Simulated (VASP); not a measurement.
# C: relaxation of cell and atoms with r2SCAN

Crystal: C.

```
C
1.0
     0.00000    1.50000    1.50000
     1.50000    0.00000    1.50000
     1.50000    1.50000    0.00000
C
1
Direct
  0.00000 0.00000 0.00000
```

```
Program                : VASP 6.6.1
Task                   : relaxation of cell and atoms
Functional             : r2SCAN
Potentials or basis    : VASP PAW PBE potentials, release 64 (C)
Cutoff                 : 660 eV
k mesh                 : 10 × 10 × 10
Occupations            : fermi-dirac, width 0.05 eV
Spin                   : no spin polarisation
Target pressure        : 20 GPa
Dipole correction      : no
Further INCAR settings : ALGO = Normal; EDIFF = 1e-07; IBRION = 2; EDIFFG = -0.01; NSW = 80; ISIF = 3
```

```yaml
Relaxed_volume: 6.67 Å³/atom
Relaxed_cell: a = 2.113 Å, b = 2.113 Å, c = 2.113 Å, α = 60.00°, β = 60.00°, γ = 60.00°
Space_group_after_relaxing_to_0.1_Å: Fm-3m (No. 225)
Energy_change_on_relaxing_the_run_minimises_the_enthalpy: +9.4 meV/atom
Ionic_steps: 3
Pressure_after_relaxing: 20.0 GPa
Band_gap_on_the_k_mesh: zero (bands 2 and 3 overlap by 12.72 eV)
```

Step by step:
```csv
step,energy change (eV),largest force (eV/Å),pressure (GPa),volume (Å³)
1,0.0000,0.0000,17.08,6.75
2,0.0143,0.0000,21.44,6.63
3,0.0094,0.0000,19.99,6.67
```

Final structure:
```cif
data_structure
_symmetry_space_group_name_H-M 'P 1'
_symmetry_Int_Tables_number 1
_cell_length_a 2.1128
_cell_length_b 2.1128
_cell_length_c 2.1128
_cell_angle_alpha 60.000
_cell_angle_beta 60.000
_cell_angle_gamma 60.000
_cell_volume 6.67
loop_
_atom_site_label
_atom_site_type_symbol
_atom_site_fract_x
_atom_site_fract_y
_atom_site_fract_z
_atom_site_occupancy
C1 C 0.00000 0.00000 0.00000 1
```

Levels at points of the mesh, in eV from the Fermi level:
```csv
k point,band 1,band 2,band 3,band 4,band 5,band 6
"(0.00, 0.00, 0.00)",-21.32,9.35,9.35,9.35,32.52,32.52
"(0.50, 0.00, 0.00)",-10.61,-10.11,7.29,7.29,27.53,29.67
"(0.50, 0.50, 0.00)",-8.03,-5.96,2.49,2.49,16.38,17.24
```

It took 36 s on 1 thread of Intel(R) Xeon(R) Platinum 8259CL CPU @ 2.50GHz (Skylake/Cascade Lake), with other jobs on the host, peak memory 0.11 GiB.

Caveat: the k points lie up to 0.36 Å⁻¹ apart in the final cell, too coarse for converged energies and pressures of a metal; the cell is relaxed towards a set pressure, so the run minimises the enthalpy, not the energy; the PAW data sets were made with another functional, which shifts forces and pressure a little.
